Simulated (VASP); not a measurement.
# S (P6_3/mmc) in VASP: further runs

Runs on S. Level: PBE. Tasks: relaxation of cell and atoms.

All numbers are computed with VASP 6.6.1; they aren't measurements. Logs are shortened: lines on timing, memory, paths and dates and some standing lists are left out, and cuts for length are marked.

**1. The cell of the first run**

It takes space group P6_3/mmc (No. 194, hexagonal). The conventional cell has a = 2.970 Å, b = 2.970 Å, c = 4.850 Å, α = 90.00°, β = 90.00°, γ = 120.00°. S (site symmetry -6m2) has 12 S at 2.97 Å within 3.9 Å.

This isn't the form of S at room conditions, which is orthorhombic, of S8 rings.

**2. Relaxation of cell and atoms, PBE**

Contents of INCAR:

```
PREC     = Accurate       # precision mode
ENCUT    = 600            # plane-wave cutoff, eV
EDIFF    = 1E-6           # SCF threshold, eV
ISMEAR   = 0              # smearing method
SIGMA    = 0.05           # smearing width, eV
LREAL    = False          # projectors in reciprocal space
LASPH    = True           # aspherical terms in the spheres
NELM     = 60             # most SCF steps
ALGO     = Normal         # electronic algorithm
ISIF     = 3              # what is computed and relaxed
LWAVE    = False          # write WAVECAR
LCHARG   = False          # write CHGCAR
GGA      = PE             # functional
IBRION   = 2              # ionic algorithm
NSW      = 60             # ionic steps
EDIFFG   = -0.02          # ionic threshold
```

Contents of KPOINTS:

```
regular mesh
0
Gamma
  16 16 9
```

Contents of POSCAR:

```
S
1.0
    2.9700000000      0.0000000000      0.0000000000
   -1.4850000000      2.5720954492      0.0000000000
    0.0000000000      0.0000000000      4.8500100000
S
2
Direct
    0.3333333333      0.6666666667      0.2500000000
    0.6666666667      0.3333333333      0.7500000000
```

Potentials or basis: VASP PAW PBE potentials, release 64 (S).

On the command line:

```bash
$ cat potpaw_PBE.64/S/POTCAR > POTCAR
$ mpirun -np 1 vasp_std > vasp.out
```

OUTCAR:

```text
PREC = Accurate
   ENCUT = 600
   EDIFF = 1E-6
   ISMEAR = 0
   LREAL = False
   LASPH = True
   NELM = 60
   ISIF = 3
   GGA = PE
   IBRION = 2
   NSW = 60
   EDIFFG = -0.02

 ion  position               nearest neighbor table
   1  0.333  0.667  0.250-
   2  0.667  0.333  0.750-

  LATTYP: Found a hexagonal cell.
 ALAT       =     2.9700000000
 C/A-ratio  =     1.6330000000

  Lattice vectors:

 A1 = (   2.9700000000,   0.0000000000,   0.0000000000)
 A2 = (  -1.4850000000,   2.5720954492,   0.0000000000)
 A3 = (   0.0000000000,   0.0000000000,   4.8500100000)

Analysis of symmetry for initial positions (statically):
=====================================================================
 Subroutine PRICEL returns:
 Original cell was already a primitive cell.

 Routine SETGRP: Setting up the symmetry group for a
 hexagonal supercell.

 Subroutine GETGRP returns: Found 24 space group operations
 (whereof 12 operations were pure point group operations)
 out of a pool of 24 trial point group operations.

The static configuration has the point symmetry D_3d.
 The point group associated with its full space group is D_6h.

Analysis of symmetry for dynamics (positions and initial velocities):
=====================================================================
 Subroutine PRICEL returns:
 Original cell was already a primitive cell.

 Routine SETGRP: Setting up the symmetry group for a
 hexagonal supercell.

 Subroutine GETGRP returns: Found 24 space group operations
 (whereof 12 operations were pure point group operations)
 out of a pool of 24 trial point group operations.

The dynamic configuration has the point symmetry D_3d.
 The point group associated with its full space group is D_6h.

 Subroutine INISYM returns: Found 24 space group operations
 (whereof 12 operations are pure point group operations),
 and found     1 'primitive' translations

----------------------------------------------------------------------------------------

                                     Primitive cell

  volume of cell :      37.0498

  direct lattice vectors                    reciprocal lattice vectors
     2.970000000  0.000000000  0.000000000     0.336700337  0.194394030  0.000000000
    -1.485000000  2.572095449  0.000000000     0.000000000  0.388788060  0.000000000
     0.000000000  0.000000000  4.850010000     0.000000000  0.000000000  0.206185142

  length of vectors
     2.970000000  2.970000000  4.850010000     0.388788060  0.388788060  0.206185142

  position of ions in fractional coordinates (direct lattice)
     0.333333333  0.666666667  0.250000000
     0.666666667  0.333333333  0.750000000

  ion indices of the primitive-cell ions
   primitive index   ion index
                 1           1
                 2           2

----------------------------------------------------------------------------------------

 KPOINTS: regular mesh

Automatic generation of k-mesh.
 Grid dimensions read from file:
 generate k-points for:   16   16    9

 Generating k-lattice:

  Cartesian coordinates                     Fractional coordinates (reciprocal lattice)
     0.021043771  0.012149627  0.000000000     0.062500000 -0.000000000  0.000000000
     0.000000000  0.024299254  0.000000000     0.000000000  0.062500000  0.000000000
     0.000000000  0.000000000  0.022909460     0.000000000  0.000000000  0.111111111

  Length of vectors
     0.024299254  0.024299254  0.022909460

  Shift w.r.t. Gamma in fractional coordinates (k-lattice)
     0.000000000  0.000000000  0.000000000

 Subroutine IBZKPT returns following result:
 ===========================================

 Found    150 irreducible k-points:

 Following reciprocal coordinates:
            Coordinates               Weight
  0.000000  0.000000  0.000000      1.000000
  0.062500 -0.000000  0.000000      6.000000
  0.125000 -0.000000  0.000000      6.000000
  0.187500  0.000000  0.000000      6.000000
  0.250000 -0.000000  0.000000      6.000000
  0.312500 -0.000000  0.000000      6.000000
[... 16 lines left out ...]
  0.187500  0.187500  0.000000      6.000000
  0.250000  0.187500  0.000000     12.000000
 [... further k-points ...]
   k-points           NKPTS =    150   k-points in BZ     NKDIM =    150   number of bands    NBANDS=     10
   number of dos      NEDOS =    301   number of ions     NIONS =      2
   total plane-waves  NPLWV =  23040
   dimension x,y,z NGX =    24 NGY =   24 NGZ =   40
   dimension x,y,z NGXF=    48 NGYF=   48 NGZF=   80
   ions per type =               2
   NGX,Y,Z   is equivalent  to a cutoff of  13.43, 13.43, 13.71 a.u.
   NGXF,Y,Z  is equivalent  to a cutoff of  26.87, 26.87, 27.42 a.u.
 SYSTEM =  unknown system
   PREC   = accura    normal or accurate (medium, high low for compatibility)
   ISTART =      0    job   : 0-new  1-cont  2-samecut
   ICHARG =      2    charge: 1-file 2-atom 10-const
   ISPIN  =      1    spin polarized calculation?
   LNONCOLLINEAR =      F non collinear calculations
   LSORBIT =      F    spin-orbit coupling
   LASPH  =      T    aspherical Exc in radial PAW
   ENCUT  =  600.0 eV  44.10 Ry    6.64 a.u.   5.93  5.93  9.69*2*pi/ulx,y,z
   NELM   =     60;   NELMIN=  2; NELMDL= -5     # of ELM steps
   EDIFF  = 0.1E-05   stopping-criterion for ELM
   LREAL  =      F    real-space projection
   EDIFFG = -.2E-01   stopping-criterion for IOM
   NSW    =     60    number of steps for IOM
   IBRION =      2    ionic relax: 0-MD 1-quasi-New 2-CG
   NFREE  =      1    steps in history (QN), initial steepest desc. (CG)
   ISIF   =      3    stress and relaxation
   ISYM   =      2    0-nonsym 1-usesym 2-fastsym
   POTIM  = 0.5000    time-step for ionic-motion
   TEBEG  =    0.0;   TEEND  =   0.0 temperature during run
   PSTRESS=    0.0 pullay stress
   NELECT =      12.0000    total number of electrons
   NUPDOWN=      -1.0000    fix difference up-down
   EMIN   =  10.00;   EMAX   =-10.00  energy-range for DOS
   EFERMI =   0.00;   METHOD = LEGACY
   ISMEAR =     0;   SIGMA  =   0.05  broadening in eV -4-tet -1-fermi 0-gaus
   EFERMI_NEDOS =   21; number of points for ismear=-14 and -15
   IALGO  =     38    algorithm
   IMIX   =      4    mixing-type and parameters
     AMIX     =   0.40;   BMIX     =  1.00
     AMIX_MAG =   1.60;   BMIX_MAG =  1.00
  volume/ion in A,a.u.               =      18.52       125.01
  Fermi-wavevector in a.u.,A,eV,Ry     =   1.124277  2.124575 17.197737  1.263998
  Thomas-Fermi vector in A             =   2.260948
   LORBIT       =      0    0 simple, 1 ext, 2 COOP (PROOUT), +10 PAW based schemes
   GGA     = PE    functional components
   LHFCALC =     F    Hartree Fock is set to
   AEXX    =    0.0000 exact exchange contribution
   IVDW    =     0    specifies the selected vdW correction
   LEPSILON=     F    determine dielectric tensor
   LRPA    =     F    only Hartree local field effects (RPA)
 conjugate gradient relaxation of ions
 non-spin polarized calculation
 Gauss-broadening in eV      SIGMA  =   0.05
  energy-cutoff  :      600.00
  volume of cell :       37.05
 maximum number of plane-waves:      1260
 NGX is ok and might be reduce to    24
   NGX = 11   NGY = 11   NGZ = 19

--------------------------------------- Ionic step        1  -------------------------------------------

 number of electron      11.9999998 magnetization

 Free energy of the ion-electron system (eV)
  ---------------------------------------------------
  ext. energy  EPLUGINS =         0.00000000
  ---------------------------------------------------
  free energy    TOTEN  =        -5.50476856 eV

  energy without entropy =       -5.50192715  energy(sigma->0) =       -5.50334785

------------------------ aborting loop because EDIFF is reached ----------------------------------------

  FORCE on cell =-STRESS in cart. coord.  units (eV):
  Direction    XX          YY          ZZ          XY          YZ          ZX
  --------------------------------------------------------------------------------------
  -------------------------------------------------------------------------------------
  Total       -1.5554527     -1.5554527     -2.9198117      0.0000000      0.0000000      0.0000000
  in kB      -67.2637721    -67.2637721   -126.2639173      0.0000000      0.0000000      0.0000000
  external PRESSURE =     -86.9304871 kB  Pullay stress =       0.0000000 kB
[... 89 lines left out ...]
  FREE ENERGIE OF THE ION-ELECTRON SYSTEM (eV)
  ---------------------------------------------------
  free  energy   TOTEN  =        -5.7279282610 eV

  energy  without entropy=       -5.7256052883  energy(sigma->0) =       -5.72676677

 E-fermi :  12.7126     XC(G=0): -12.3835

 val. band max:       12.6903759597   @ k =   0.1875   0.0000   0.3333
 cond. band min:      12.7136373444   @ k =   0.0000   0.0000   0.0000
 fundamental gap:      0.0232613846
 Fermi energy:        12.7126447968

 k-point     1 :       0.0000    0.0000    0.0000
  band No.  band energies     occupation
      1      -8.5044      2.00000
      2       5.9571      2.00000
      3       6.3389      2.00000
      4       7.7391      2.00000
      5       7.7391      2.00000
      6      12.7136      0.97760
      7      12.7136      0.97760
      8      14.1092      0.00000
      9      18.8343      0.00000
     10      21.0807      0.00000
[... 287 lines left out ...]
 k-point    24 :       0.2500    0.1875    0.0000
  band No.  band energies     occupation
      1      -6.0460      2.00000
      2      -0.8173      2.00000
      3       3.7558      2.00000
      4       8.4806      2.00000
      5      10.5303      2.00000
      6      13.1554      0.00000
      7      13.5003      0.00000
      8      15.6752      0.00000
      9      18.0916      0.00000
     10      19.3116      0.00000

 [... further k-points ...]

[... ionic steps 4 to 17 ...]

--------------------------------------- Ionic step       18  -------------------------------------------

 number of electron      11.9999998 magnetization

------------------------ aborting loop because EDIFF is reached ----------------------------------------

  FORCE on cell =-STRESS in cart. coord.  units (eV):
  Direction    XX          YY          ZZ          XY          YZ          ZX
  --------------------------------------------------------------------------------------
  -------------------------------------------------------------------------------------
  Total        0.0041590      0.0041590      0.1630236      0.0000000     -0.0000000      0.0000000
  in kB        0.1963711      0.1963711      7.6972801      0.0000000     -0.0000000      0.0000000
  external PRESSURE =       2.6966741 kB  Pullay stress =       0.0000000 kB
[... 57 lines left out ...]
  energy  without entropy=       -6.5561544929  energy(sigma->0) =       -6.55667988

--------------------------------------- Ionic step       20  -------------------------------------------

 number of electron      11.9999997 magnetization

 Free energy of the ion-electron system (eV)
  ---------------------------------------------------
  ext. energy  EPLUGINS =         0.00000000
  ---------------------------------------------------
  free energy    TOTEN  =        -6.55720549 eV

  energy without entropy =       -6.55615881  energy(sigma->0) =       -6.55668215

 E-fermi :   6.8763     XC(G=0): -10.6894

 val. band max:        6.8733192017   @ k =   0.0625   0.0625   0.2222
 cond. band min:       6.9159314969   @ k =   0.2500   0.1875   0.0000
 fundamental gap:      0.0426122952
 Fermi energy:         6.8763195028

 k-point     1 :       0.0000    0.0000    0.0000
  band No.  band energies     occupation
      1      -9.8982      2.00000
      2      -2.2098      2.00000
      3       1.4967      2.00000
      4       4.3588      2.00000
      5       4.3588      2.00000
      6       7.7224      0.00000
      7       7.7224      0.00000
      8      10.5633      0.00000
      9      11.1388      0.00000
     10      15.9866      0.00000
[... 328 lines left out ...]
  FREE ENERGIE OF THE ION-ELECTRON SYSTEM (eV)
  ---------------------------------------------------
  free  energy   TOTEN  =        -6.5572054900 eV

  energy  without entropy=       -6.5561588072  energy(sigma->0) =       -6.55668215

 reached required accuracy - stopping structural energy minimisation
```

Wall time 6.6 min (1 thread of Intel Xeon Platinum 8488C (Sapphire Rapids), shared host); peak memory 0.2 GiB.

What came out:

```
Free energy                           : -6.5572 eV
Relaxed volume                        : 16.95 Å³/atom
Relaxed cell                          : a = 3.339 Å, b = 3.339 Å, c = 3.511 Å, α = 90.00°, β = 90.00°, γ = 120.00°
Space group after relaxing (to 0.1 Å) : P6_3/mmc (No. 194)
Pressure after relaxing               : 0.1 GPa
Band gap on the k mesh                : zero (bands 6 and 7 overlap by 1.94 eV)
```

Final structure:
```cif
data_structure
_symmetry_space_group_name_H-M 'P 1'
_symmetry_Int_Tables_number 1
_cell_length_a 3.3392
_cell_length_b 3.3392
_cell_length_c 3.5112
_cell_angle_alpha 90.000
_cell_angle_beta 90.000
_cell_angle_gamma 120.000
_cell_volume 33.91
loop_
_atom_site_label
_atom_site_type_symbol
_atom_site_fract_x
_atom_site_fract_y
_atom_site_fract_z
_atom_site_occupancy
S1 S 0.33333 0.66667 0.25000 1
S2 S 0.66667 0.33333 0.75000 1
```

Levels at points of the mesh, in eV from the Fermi level:
| k point | band 4 | band 5 | band 6 | band 7 | band 8 | band 9 |
| --- | --- | --- | --- | --- | --- | --- |
| (0.00, 0.00, 0.00) | -2.52 | -2.52 | 0.85 | 0.85 | 3.69 | 4.26 |
| (0.50, 0.00, 0.00) | -4.22 | -3.09 | -0.80 | -0.59 | 2.46 | 4.11 |

Caveat: a cell axis changed by over 15 % at a fixed basis, so the end point is rough.

**3. Relaxation of cell and atoms, PBE**

This run uses another cell than the first one, of 17.02 Å³/atom.

Contents of INCAR:

```
SYSTEM = S
PREC = Accurate
ENCUT = 600
EDIFF = 1E-6
ISMEAR = 0
SIGMA = 0.05
LREAL = .False.
LASPH = .True.
NELM = 60
ALGO = Normal
ISIF = 3
LWAVE = .False.
LCHARG = .False.
GGA = PE
IBRION = 2
NSW = 60
EDIFFG = -0.02
```

Contents of KPOINTS:

```
regular mesh
0
Gamma
  14 14 12
  0 0 0
```

Contents of POSCAR:

```
S
1.0
    3.3447518778      0.0000000000      0.0000000000
   -1.6723759389      2.8966400955      0.0000000000
    0.0000000000      0.0000000000      3.5124706074
S
2
Direct
    0.3333333333      0.6666666667      0.2500000000
    0.6666666667      0.3333333333      0.7500000000
```

Potentials or basis: VASP PAW PBE potentials, release 64 (S).

On the command line:

```bash
$ cat potpaw_PBE.64/S/POTCAR > POTCAR
$ mpirun -np 1 vasp_std > vasp.out
```

It took 82 s on 1 thread of Intel Xeon Platinum 8488C (Sapphire Rapids), shared host; peak memory 0.19 GiB.

It converged, with:

```yaml
Free_energy: -6.5576 eV
Relaxed_volume: 17.05 Å³/atom
Relaxed_cell: a = 3.356 Å, b = 3.356 Å, c = 3.498 Å, α = 90.00°, β = 90.00°, γ = 120.00°
Space_group_after_relaxing_to_0.1_Å: P6_3/mmc (No. 194)
Energy_gained_by_relaxing: 0.3 meV/atom
Ionic_steps: 4
Pressure_after_relaxing: 0.0 GPa
Band_gap_on_the_k_mesh: zero (bands 6 and 7 overlap by 1.84 eV)
```

Step by step:
```tsv
step	energy change (eV)	largest force (eV/Å)	pressure (GPa)	volume (Å³)
1	0.0000	0.0000	-0.04	34.03
2	-0.0004	0.0000	0.15	34.01
3	-0.0004	0.0000	0.19	34.01
4	-0.0005	0.0000	-0.01	34.11
```

Final structure:
```cif
data_structure
_symmetry_space_group_name_H-M 'P 1'
_symmetry_Int_Tables_number 1
_cell_length_a 3.3556
_cell_length_b 3.3556
_cell_length_c 3.4980
_cell_angle_alpha 90.000
_cell_angle_beta 90.000
_cell_angle_gamma 120.000
_cell_volume 34.11
loop_
_atom_site_label
_atom_site_type_symbol
_atom_site_fract_x
_atom_site_fract_y
_atom_site_fract_z
_atom_site_occupancy
S1 S 0.33333 0.66667 0.25000 1
S2 S 0.66667 0.33333 0.75000 1
```

Levels at points of the mesh, in eV from the Fermi level:
```tsv
k point	band 3	band 4	band 5	band 6	band 7	band 8	band 9	band 10
(0.00, 0.00, 0.00)	-5.37	-2.67	-2.67	0.72	0.72	3.55	4.16	8.95
(0.50, 0.00, 0.00)	-4.37	-4.28	-3.12	-0.85	-0.60	2.37	4.06	9.54
(0.00, 0.00, 0.50)	-0.83	-0.83	-0.83	-0.83	-0.68	-0.68	8.16	8.16
(0.50, 0.00, 0.50)	-7.05	-7.05	-1.99	-1.99	1.15	1.15	9.49	9.49
```
